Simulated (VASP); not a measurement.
MnO:

```
CELL_PARAMETERS angstrom
0.00000 2.22295 2.22295
2.22295 0.00000 2.22295
2.22295 2.22295 0.00000
ATOMIC_POSITIONS crystal
Mn 0.00000 0.00000 0.00000
O 0.50000 0.50000 0.50000
```

Base run:

- Program: VASP 6.6.1
- Functional: PBE
- Potentials or basis: VASP PAW PBE potentials, release 64 (Mn_pv, O)
- Cutoff: 600 eV
- k mesh: 8 × 8 × 8
- Occupations: fermi-dirac, width 0.15 eV
- Spin: no spin polarisation

Its results: pressure -31.3 GPa.

The run is repeated on the same cell with these changes: occupations from fermi-dirac, width 0.15 eV to gaussian, width 0.05 eV. What comes out?

Pressure -34.2 GPa.

Caveats: an odd number of electrons without spin polarisation forces a metal; a magnetic or distorted state may lie lower; the run has no spin polarisation, though such a crystal can be magnetic.
